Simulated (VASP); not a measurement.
Input of a VASP 6.6.1 run:

Contents of INCAR:

```
PREC = Accurate
ENCUT = 520
EDIFF = 1E-6
ISMEAR = 0
SIGMA = 0.15
LREAL = False
LASPH = True
NELM = 150
ALGO = Normal
ISIF = 2
LWAVE = False
LCHARG = False
ISPIN = 2
MAGMOM = 1.65 1.65
LORBIT = 11
NUPDOWN = 3.3
LMAXMIX = 4
GGA = PE
NBANDS = 20
```

The input KPOINTS:

```
regular mesh
0
Gamma
  24 24 12
```

The input POSCAR:

```
Co
1.0
    2.6247115852      0.0000000000      0.0000000000
   -1.3123557926      2.2730669104      0.0000000000
    0.0000000000      0.0000000000      4.2449521042
Co
2
Direct
    0.6666666667      0.3333333333      0.2500000000
    0.3333333333      0.6666666667      0.7500000000
```

Potentials or basis: VASP PAW PBE potentials, release 64 (Co).

The run is started by

```bash
$ cat potpaw_PBE.64/Co/POTCAR > POTCAR
$ mpirun -np 1 vasp_std > vasp.out
```

Problem. What does it give for the pressure?

Solution. -23.4 GPa.

Stress tensor (GPa, compression positive):
```
-23.41   0.00   0.00
  0.00 -23.41   0.00
  0.00   0.00 -23.48
```

Caveat: the total moment is fixed, so each spin has its own Fermi level.
